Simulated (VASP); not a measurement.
# BP (F-43m) in VASP: further runs

Aim: see how the results for BP move with the level of theory and the settings. Levels: PBE, BLYP+D3(BJ), BLYP+D4. Tasks: single point.

Program: VASP 6.6.1. These are calculated values, not measurements. Logs are shortened: lines on timing, memory, paths and dates and some standing lists are left out, and cuts for length are marked.

### Step 1. The cell of the first run

It takes space group F-43m (No. 216, cubic). Conventional cell: a = 4.538 Å, b = 4.538 Å, c = 4.538 Å, α = 90.00°, β = 90.00°, γ = 90.00°. Within 2.6 Å of P (site symmetry -43m) lie 4 B at 1.97 Å. B (site symmetry -43m) has 4 P at 1.97 Å within 2.6 Å.

### Step 2. Single point, PBE

The input, INCAR:

```
  PREC = Accurate
  ENCUT = 520
  EDIFF = 1E-6
  ISMEAR = -1
  SIGMA = 0.03
  LREAL = False
  LASPH = True
  NELM = 80
  ALGO = Normal
  ISIF = 2
  LWAVE = False
  LCHARG = False
  GGA = PE
  NBANDS = 11
```

The input, KPOINTS:

```
Automatic mesh
0
Gamma
  6 6 6
```

The input, POSCAR:

```
BP
1.0
    0.0000000000      2.2690000000      2.2690000000
    2.2690000000      0.0000000000      2.2690000000
    2.2690000000      2.2690000000      0.0000000000
P B
1 1
Direct
    0.7500000000      0.7500000000      0.7500000000
    0.0000000000      0.0000000000      0.0000000000
```

Potentials or basis: VASP PAW PBE potentials, release 64 (P, B).

Started as:

```bash
$ cat potpaw_PBE.64/P/POTCAR potpaw_PBE.64/B/POTCAR > POTCAR
$ mpirun -np 1 vasp_std > vasp.out
```

OUTCAR:

```text
PREC = Accurate
   ENCUT = 520
   EDIFF = 1E-6
   ISMEAR = -1
   LREAL = False
   LASPH = True
   NELM = 80
   ISIF = 2
   GGA = PE

 ion  position               nearest neighbor table
   1  0.750  0.750  0.750-   2 1.97   2 1.97   2 1.97   2 1.97
   2  0.000  0.000  0.000-   1 1.97   1 1.97   1 1.97   1 1.97

  LATTYP: Found a face centered cubic cell.
 ALAT       =     4.5380000000

  Lattice vectors:

 A1 = (   0.0000000000,   2.2690000000,   2.2690000000)
 A2 = (   2.2690000000,   0.0000000000,   2.2690000000)
 A3 = (   2.2690000000,   2.2690000000,   0.0000000000)

Analysis of symmetry for initial positions (statically):
=====================================================================
 Subroutine PRICEL returns:
 Original cell was already a primitive cell.

 Routine SETGRP: Setting up the symmetry group for a
 face centered cubic supercell.

 Subroutine GETGRP returns: Found 24 space group operations
 (whereof 24 operations were pure point group operations)
 out of a pool of 48 trial point group operations.

The static configuration has the point symmetry T_d .

Analysis of symmetry for dynamics (positions and initial velocities):
=====================================================================
 Subroutine PRICEL returns:
 Original cell was already a primitive cell.

 Routine SETGRP: Setting up the symmetry group for a
 face centered cubic supercell.

 Subroutine GETGRP returns: Found 24 space group operations
 (whereof 24 operations were pure point group operations)
 out of a pool of 48 trial point group operations.

The dynamic configuration has the point symmetry T_d .

 Subroutine INISYM returns: Found 24 space group operations
 (whereof 24 operations are pure point group operations),
 and found     1 'primitive' translations

----------------------------------------------------------------------------------------

                                     Primitive cell

  volume of cell :      23.3633

  direct lattice vectors                    reciprocal lattice vectors
     0.000000000  2.269000000  2.269000000    -0.220361393  0.220361393  0.220361393
     2.269000000  0.000000000  2.269000000     0.220361393 -0.220361393  0.220361393
     2.269000000  2.269000000  0.000000000     0.220361393  0.220361393 -0.220361393

  length of vectors
     3.208850573  3.208850573  3.208850573     0.381677128  0.381677128  0.381677128

  position of ions in fractional coordinates (direct lattice)
     0.750000000  0.750000000  0.750000000
     0.000000000  0.000000000  0.000000000

  ion indices of the primitive-cell ions
   primitive index   ion index
                 1           1
                 2           2

----------------------------------------------------------------------------------------

 KPOINTS: Automatic mesh

Automatic generation of k-mesh.
 Grid dimensions read from file:
 generate k-points for:    6    6    6

 Generating k-lattice:

  Cartesian coordinates                     Fractional coordinates (reciprocal lattice)
    -0.036726899  0.036726899  0.036726899     0.166666667  0.000000000  0.000000000
     0.036726899 -0.036726899  0.036726899     0.000000000  0.166666667  0.000000000
     0.036726899  0.036726899 -0.036726899     0.000000000  0.000000000  0.166666667

  Length of vectors
     0.063612855  0.063612855  0.063612855

  Shift w.r.t. Gamma in fractional coordinates (k-lattice)
     0.000000000  0.000000000  0.000000000

 Subroutine IBZKPT returns following result:
 ===========================================

 Found     16 irreducible k-points:

 Following reciprocal coordinates:
            Coordinates               Weight
  0.000000  0.000000  0.000000      1.000000
  0.166667  0.000000  0.000000      8.000000
  0.333333  0.000000  0.000000      8.000000
  0.500000  0.000000  0.000000      4.000000
  0.166667  0.166667  0.000000      6.000000
  0.333333  0.166667  0.000000     24.000000
[... 8 lines left out ...]
 -0.333333  0.333333  0.166667     24.000000
 -0.333333  0.500000  0.166667     12.000000
   k-points           NKPTS =     16   k-points in BZ     NKDIM =     16   number of bands    NBANDS=     11
   number of dos      NEDOS =    301   number of ions     NIONS =      2
   total plane-waves  NPLWV =  13824
   dimension x,y,z NGX =    24 NGY =   24 NGZ =   24
   dimension x,y,z NGXF=    48 NGYF=   48 NGZF=   48
   ions per type =               1   1
   NGX,Y,Z   is equivalent  to a cutoff of  12.43, 12.43, 12.43 a.u.
   NGXF,Y,Z  is equivalent  to a cutoff of  24.87, 24.87, 24.87 a.u.
 SYSTEM =  unknown system
   PREC   = accura    normal or accurate (medium, high low for compatibility)
   ISTART =      0    job   : 0-new  1-cont  2-samecut
   ICHARG =      2    charge: 1-file 2-atom 10-const
   ISPIN  =      1    spin polarized calculation?
   LNONCOLLINEAR =      F non collinear calculations
   LSORBIT =      F    spin-orbit coupling
   LASPH  =      T    aspherical Exc in radial PAW
   ENCUT  =  520.0 eV  38.22 Ry    6.18 a.u.   5.97  5.97  5.97*2*pi/ulx,y,z
   NELM   =     80;   NELMIN=  2; NELMDL= -5     # of ELM steps
   EDIFF  = 0.1E-05   stopping-criterion for ELM
   LREAL  =      F    real-space projection
   EDIFFG = 0.1E-04   stopping-criterion for IOM
   NSW    =      0    number of steps for IOM
   IBRION =     -1    ionic relax: 0-MD 1-quasi-New 2-CG
   NFREE  =      0    steps in history (QN), initial steepest desc. (CG)
   ISIF   =      2    stress and relaxation
   ISYM   =      2    0-nonsym 1-usesym 2-fastsym
   POTIM  = 0.5000    time-step for ionic-motion
   TEBEG  =    0.0;   TEEND  =   0.0 temperature during run
   PSTRESS=    0.0 pullay stress
   NELECT =       8.0000    total number of electrons
   NUPDOWN=      -1.0000    fix difference up-down
   EMIN   =  10.00;   EMAX   =-10.00  energy-range for DOS
   EFERMI =   0.00;   METHOD = LEGACY
   ISMEAR =    -1;   SIGMA  =   0.03  broadening in eV -4-tet -1-fermi 0-gaus
   EFERMI_NEDOS =   21; number of points for ismear=-14 and -15
   IALGO  =     38    algorithm
   IMIX   =      4    mixing-type and parameters
     AMIX     =   0.40;   BMIX     =  1.00
     AMIX_MAG =   1.60;   BMIX_MAG =  1.00
  volume/ion in A,a.u.               =      11.68        78.83
  Fermi-wavevector in a.u.,A,eV,Ry     =   1.145320  2.164342 17.847562  1.311759
  Thomas-Fermi vector in A             =   2.282009
   LORBIT       =      0    0 simple, 1 ext, 2 COOP (PROOUT), +10 PAW based schemes
   GGA     = PE    functional components
   LHFCALC =     F    Hartree Fock is set to
   AEXX    =    0.0000 exact exchange contribution
   IVDW    =     0    specifies the selected vdW correction
   LEPSILON=     F    determine dielectric tensor
   LRPA    =     F    only Hartree local field effects (RPA)
 non-spin polarized calculation
  energy-cutoff  :      520.00
  volume of cell :       23.36
 maximum number of plane-waves:       636
   NGX = 11   NGY = 11   NGZ = 11

 number of electron       8.0000000 magnetization

 Free energy of the ion-electron system (eV)
  ---------------------------------------------------
  ext. energy  EPLUGINS =         0.00000000
  ---------------------------------------------------
  free energy    TOTEN  =       -12.91332664 eV

  energy without entropy =      -12.91332664  energy(sigma->0) =      -12.91332664

 E-fermi :   8.0346     XC(G=0): -10.9043

 val. band max:        7.4390254573   @ k =   0.0000   0.0000   0.0000
 cond. band min:       8.7680035317   @ k =   0.5000   0.5000   0.0000
 fundamental gap:      1.3289780744
 Fermi energy:         8.0345912375

 k-point     1 :       0.0000    0.0000    0.0000
  band No.  band energies     occupation
      1      -8.0235      2.00000
      2       7.4390      2.00000
      3       7.4390      2.00000
      4       7.4390      2.00000
      5      10.8370      0.00000
      6      10.8370      0.00000
      7      10.8370      0.00000
      8      14.8135      0.00000
      9      18.9501      0.00000
     10      19.5638      0.00000
     11      19.5638      0.00000

 k-point     2 :       0.1667    0.0000    0.0000
  band No.  band energies     occupation
      1      -7.5257      2.00000
      2       4.6012      2.00000
      3       6.7735      2.00000
      4       6.7735      2.00000
      5      11.4585      0.00000
      6      11.7426      0.00000
      7      11.7426      0.00000
      8      16.1003      0.00000
      9      18.3768      0.00000
     10      18.3768      0.00000
     11      20.1899      0.00000

 k-point     3 :       0.3333    0.0000    0.0000
  band No.  band energies     occupation
      1      -6.1086      2.00000
      2       0.7062      2.00000
      3       5.9701      2.00000
      4       5.9701      2.00000
      5      11.3361      0.00000
      6      12.2947      0.00000
      7      12.2947      0.00000
      8      17.5455      0.00000
      9      19.3274      0.00000
     10      19.3274      0.00000
     11      20.8661      0.00000

 k-point     4 :       0.5000    0.0000    0.0000
  band No.  band energies     occupation
      1      -4.6994      2.00000
      2      -1.5965      2.00000
      3       5.6807      2.00000
      4       5.6807      2.00000
      5      11.2192      0.00000
      6      12.1494      0.00000
      7      12.1494      0.00000
      8      17.5636      0.00000
      9      22.0621      0.00000
     10      22.0621      0.00000
     11      22.2679      0.00000
[... 127 lines left out ...]
 k-point    14 :       0.5000    0.3333    0.1667
  band No.  band energies     occupation
      1      -4.8857      2.00000
      2       0.9114      2.00000
      3       2.4315      2.00000
      4       4.1737      2.00000
      5      11.4448      0.00000
      6      12.9780      0.00000
      7      13.9103      0.00000
      8      16.9547      0.00000
      9      20.1541      0.00000
     10      21.0047      0.00000
     11      25.1433      0.00000

 k-point    15 :      -0.3333    0.3333    0.1667
  band No.  band energies     occupation
      1      -3.5829      2.00000
      2      -0.6790      2.00000
      3       1.9364      2.00000
      4       3.4624      2.00000
      5      11.9510      0.00000
      6      13.1430      0.00000
      7      16.0461      0.00000
      8      16.6044      0.00000
      9      17.9296      0.00000
     10      22.2670      0.00000
     11      24.9882      0.00000

 k-point    16 :      -0.3333    0.5000    0.1667
  band No.  band energies     occupation
      1      -2.9693      2.00000
      2      -0.7859      2.00000
      3       2.1366      2.00000
      4       2.2604      2.00000
      5      11.2697      0.00000
      6      11.8871      0.00000
      7      16.5645      0.00000
      8      17.2184      0.00000
      9      20.3811      0.00000
     10      23.6354      0.00000
     11      23.9145      0.00000

------------------------ aborting loop because EDIFF is reached ----------------------------------------

  FORCE on cell =-STRESS in cart. coord.  units (eV):
  Direction    XX          YY          ZZ          XY          YZ          ZX
  --------------------------------------------------------------------------------------
  -------------------------------------------------------------------------------------
  Total        0.1499066      0.1499066      0.1499066     -0.0000000      0.0000000      0.0000000
  in kB       10.2801154     10.2801154     10.2801154     -0.0000000      0.0000000      0.0000000
  external PRESSURE =      10.2801154 kB  Pullay stress =       0.0000000 kB

 VOLUME and BASIS-vectors are now :
 -----------------------------------------------------------------------------
  energy-cutoff  :      520.00
  volume of cell :       23.36
      direct lattice vectors                 reciprocal lattice vectors
     0.000000000  2.269000000  2.269000000    -0.220361393  0.220361393  0.220361393
     2.269000000  0.000000000  2.269000000     0.220361393 -0.220361393  0.220361393
     2.269000000  2.269000000  0.000000000     0.220361393  0.220361393 -0.220361393

 POSITION                                       TOTAL-FORCE (eV/Angst)
 -----------------------------------------------------------------------------------
      3.40350      3.40350      3.40350         0.000000     -0.000000     -0.000000
      0.00000      0.00000      0.00000        -0.000000      0.000000      0.000000
 -----------------------------------------------------------------------------------
    total drift:                               -0.000000     -0.000000     -0.000000

  FREE ENERGIE OF THE ION-ELECTRON SYSTEM (eV)
  ---------------------------------------------------
  free  energy   TOTEN  =       -12.9133266386 eV

  energy  without entropy=      -12.9133266386  energy(sigma->0) =      -12.91332664
```

Run time: 3.6 s. Hardware: 1 thread of AMD EPYC 7R13 (Zen 3), shared host; peak memory 0.1 GiB.

Results:

```
Free energy            : -12.9133 eV
Pressure               : 1.0 GPa
Band gap on the k mesh : 1.33 eV, indirect (least direct gap 3.40 eV)
```

Levels at points of the mesh, in eV from the valence-band top:
| k point | band 1 | band 2 | band 3 | band 4 | band 5 | band 6 | band 7 | band 8 |
| --- | --- | --- | --- | --- | --- | --- | --- | --- |
| (0.00, 0.00, 0.00) | -15.46 | 0.00 | 0.00 | 0.00 | 3.40 | 3.40 | 3.40 | 7.37 |
| (0.50, 0.00, 0.00) | -12.14 | -9.04 | -1.76 | -1.76 | 3.78 | 4.71 | 4.71 | 10.12 |
| (0.50, 0.50, 0.00) | -10.61 | -8.58 | -4.12 | -4.12 | 1.33 | 1.66 | 12.12 | 12.12 |

### Step 3. Single point, PBE

The input, INCAR:

```
  PREC = Accurate
  ENCUT = 520
  EDIFF = 1E-6
  ISMEAR = 0
  SIGMA = 0.01
  LREAL = False
  LASPH = True
  NELM = 100
  ALGO = Normal
  ISIF = 2
  LWAVE = False
  LCHARG = False
  GGA = PE
  NBANDS = 11
```

The input, KPOINTS:

```
Automatic mesh
0
Gamma
  10 10 10
```

POSCAR is that of step 2.

Potentials or basis: VASP PAW PBE potentials, release 64 (P, B).

Started as:

```bash
$ cat potpaw_PBE.64/P/POTCAR potpaw_PBE.64/B/POTCAR > POTCAR
$ mpirun -np 1 vasp_std > vasp.out
```

OUTCAR:

```text
PREC = Accurate
   ENCUT = 520
   EDIFF = 1E-6
   ISMEAR = 0
   LREAL = False
   LASPH = True
   NELM = 100
   ISIF = 2
   GGA = PE

 ion  position               nearest neighbor table
   1  0.750  0.750  0.750-   2 1.97   2 1.97   2 1.97   2 1.97
   2  0.000  0.000  0.000-   1 1.97   1 1.97   1 1.97   1 1.97

  LATTYP: Found a face centered cubic cell.
 ALAT       =     4.5380000000

  Lattice vectors:

 A1 = (   0.0000000000,   2.2690000000,   2.2690000000)
 A2 = (   2.2690000000,   0.0000000000,   2.2690000000)
[... 513 lines left out ...]
      7      16.9123      0.00000
      8      16.9206      0.00000
      9      21.4338      0.00000
     10      22.6949      0.00000
     11      24.4914      0.00000

 [... further k-points ...]
[... 5 lines left out ...]
  --------------------------------------------------------------------------------------
  -------------------------------------------------------------------------------------
  Total        0.1296651      0.1296651      0.1296651      0.0000000      0.0000000      0.0000000
  in kB        8.8920176      8.8920176      8.8920176      0.0000000      0.0000000      0.0000000
  external PRESSURE =       8.8920176 kB  Pullay stress =       0.0000000 kB

 VOLUME and BASIS-vectors are now :
 -----------------------------------------------------------------------------
  energy-cutoff  :      520.00
  volume of cell :       23.36
      direct lattice vectors                 reciprocal lattice vectors
     0.000000000  2.269000000  2.269000000    -0.220361393  0.220361393  0.220361393
     2.269000000  0.000000000  2.269000000     0.220361393 -0.220361393  0.220361393
     2.269000000  2.269000000  0.000000000     0.220361393  0.220361393 -0.220361393

 POSITION                                       TOTAL-FORCE (eV/Angst)
 -----------------------------------------------------------------------------------
      3.40350      3.40350      3.40350        -0.000000      0.000000     -0.000000
      0.00000      0.00000      0.00000         0.000000     -0.000000      0.000000
 -----------------------------------------------------------------------------------
    total drift:                               -0.000000     -0.000000     -0.000000

  FREE ENERGIE OF THE ION-ELECTRON SYSTEM (eV)
  ---------------------------------------------------
  free  energy   TOTEN  =       -12.9304809422 eV

  energy  without entropy=      -12.9304809422  energy(sigma->0) =      -12.93048094
```

stdout:

```text
POSCAR found type information on POSCAR P B
 POSCAR found :  2 types and       2 ions
 scaLAPACK will be used
 LDA part: xc-table for (Slater+PW92), standard interpolation
 POSCAR, INCAR and KPOINTS ok, starting setup
 FFT: planning ... GRIDC
 FFT: planning ... GRID_SOFT
 FFT: planning ... GRID
 WAVECAR not read
 entering main loop
```

Wall time 7.9 s (1 thread of AMD EPYC 7R13 (Zen 3), shared host); peak memory 0.1 GiB.

What came out:

```
Free energy            : -12.9305 eV
Pressure               : 0.9 GPa
Band gap on the k mesh : 1.24 eV, indirect (least direct gap 3.40 eV)
```

Levels at points of the mesh, in eV from the valence-band top:
| k point | band 2 | band 3 | band 4 | band 5 | band 6 | band 7 |
| --- | --- | --- | --- | --- | --- | --- |
| (0.00, 0.00, 0.00) | 0.00 | 0.00 | 0.00 | 3.40 | 3.40 | 3.40 |
| (0.50, 0.00, 0.00) | -9.03 | -1.76 | -1.76 | 3.78 | 4.71 | 4.71 |
| (0.50, 0.50, 0.00) | -8.58 | -4.11 | -4.11 | 1.33 | 1.66 | 12.12 |

### Step 4. Single point, BLYP+D3(BJ)

This run uses another cell than the first one, of 11.43 Å³/atom, 0.979 times its volume.

The input, INCAR:

```
PREC = Accurate
ENCUT = 520
EDIFF = 1E-6
ISMEAR = -1
SIGMA = 0.05
LREAL = False
LASPH = True
NELM = 60
ALGO = Normal
ISIF = 2
LWAVE = False
LCHARG = True
GGA = B5
ALDAX = 1.0
AGGAX = 1.0
AGGAC = 1.0
ALDAC = 0.0
IVDW = 12
VDW_S6 = 1.0
VDW_S8 = 2.6996
VDW_A1 = 0.4298
VDW_A2 = 4.2359
LELF = True
LVHAR = True
NBANDS = 11
```

The input, KPOINTS:

```
regular mesh
0
Gamma
  10 10 10
```

The input, POSCAR:

```
BP
1.0
    0.0000000000      2.2527239681      2.2527239681
    2.2527239681      0.0000000000      2.2527239681
    2.2527239681      2.2527239681      0.0000000000
P B
1 1
Direct
    0.7500000000      0.7500000000      0.7500000000
    0.0000000000      0.0000000000      0.0000000000
```

Started as:

```bash
$ cat potpaw_PBE.64/P/POTCAR potpaw_PBE.64/B/POTCAR > POTCAR
$ mpirun -np 1 vasp_std > vasp.out
```

Run time: 12 s. Hardware: 1 thread of AMD EPYC 9R45 (Zen 5), shared host; peak memory 0.12 GiB.

Results (log left out):

```yaml
Free_energy: -12.9413 eV
Pressure: -0.2 GPa
Band_gap_on_the_k_mesh: 1.51 eV, indirect (least direct gap 3.62 eV)
Dispersion_energy_per_atom: -0.701 eV
```

Levels at points of the mesh, in eV from the valence-band top:
```csv
k point,band 1,band 2,band 3,band 4,band 5,band 6,band 7,band 8
"(0.00, 0.00, 0.00)",-15.48,0.00,0.00,0.00,3.62,3.62,3.62,7.80
"(0.50, 0.00, 0.00)",-12.14,-8.98,-1.74,-1.74,4.09,4.96,4.96,10.55
"(0.50, 0.50, 0.00)",-10.60,-8.54,-4.09,-4.09,1.62,1.96,12.39,12.39
```

Caveat: the PAW data sets were made with another functional, which shifts forces and pressure a little. A k mesh can miss the band edges.

(Continued in part 2 of 2.)
